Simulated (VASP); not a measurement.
SrTiO3: single point with PBE

Crystal: SrTiO3.

```
Sr Ti O
1.0
     3.87879    0.00000    0.00000
     0.00000    3.87879    0.00000
     0.00000    0.00000    3.87879
Sr Ti O
1 1 3
Cartesian
  0.0000 0.0000 0.0000
  1.9394 1.9394 1.9394
  0.0000 1.9394 1.9394
  1.9394 0.0000 1.9394
  1.9394 1.9394 0.0000
```

This cell differs from its parent crystal: volume scaled by 0.98, then relaxed in part.

* Program: VASP 6.6.1
* Task: single point
* Functional: PBE
* Potentials or basis: VASP PAW PBE potentials, release 64 (Sr_sv, Ti_sv, O)
* Cutoff: 600 eV
* k mesh: 8 × 8 × 8
* Occupations: fermi-dirac, width 0.02 eV
* Spin: no spin polarisation
* Dipole correction: no
* Further INCAR settings: ALGO = Normal; EDIFF = 1e-06; NBANDS = 28

| Property | Result |
| --- | --- |
| Pressure | 8.8 GPa |
| Band gap on the k mesh | 1.89 eV, indirect (least direct gap 2.24 eV) |

Levels at points of the mesh, in eV from the valence-band top:
```tsv
k point	band 18	band 19	band 20	band 21	band 22	band 23
(0.00, 0.00, 0.00)	-0.34	-0.34	-0.34	1.89	1.89	1.89
(0.50, 0.00, 0.00)	-2.05	-0.73	-0.73	2.07	3.89	3.89
(0.50, 0.50, 0.00)	-1.59	-1.59	-0.10	3.89	3.89	4.36
(0.50, 0.50, 0.50)	0.00	0.00	0.00	4.59	4.59	4.59
```

Run time: 36 s on 1 thread of AMD EPYC 9R45 96-Core Processor (Zen 5), with other jobs on the host, peak memory 0.19 GiB.

 A k mesh can miss the band edges.
